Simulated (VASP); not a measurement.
A run of VASP 6.6.1 is set up as follows.

Contents of INCAR:

```
SYSTEM = BN
  ALGO = Normal
  EDIFF = 1E-6
  ENCUT = 600
  GGA = PE
  GGA_COMPAT = .False.
  ISIF = 2
  ISMEAR = 0
  IVDW = 12
  LASPH = .True.
  LCHARG = .True.
  LELF = .True.
  LREAL = .False.
  LVHAR = .True.
  LWAVE = .False.
  NBANDS = 11
  NELM = 120
  PREC = Accurate
  SIGMA = 0.01
```

The input KPOINTS:

```
k-points
0
Gamma
  13 13 13
  0 0 0
```

The input POSCAR:

```
BN
1.0
    0.0000000000      1.8130010000      1.8130010000
    1.8130010000      0.0000000000      1.8130010000
    1.8130010000      1.8130010000      0.0000000000
N B
1 1
Direct
    0.7500000000      0.7500000000      0.7500000000
    0.0000000000      0.0000000000      0.0000000000
```

Potentials or basis: VASP PAW PBE potentials, release 64 (N, B).

The run is started by

```console
$ cat potpaw_PBE.64/N/POTCAR potpaw_PBE.64/B/POTCAR > POTCAR
$ mpirun -np 1 vasp_std > vasp.out
```

**Question.** Estimate the pressure.

**Answer.** -6.0 GPa.

**Question.** Predict the dispersion energy per atom.

**Answer.** -0.207 eV.

**Question.** What does it give for the band gap on the k mesh?

**Answer.** 4.52 eV (least direct gap 8.78 eV).

Caveat: three body term missing; the cell stands under tension; an odd mesh through Γ misses points on the zone boundary, where band edges can lie.
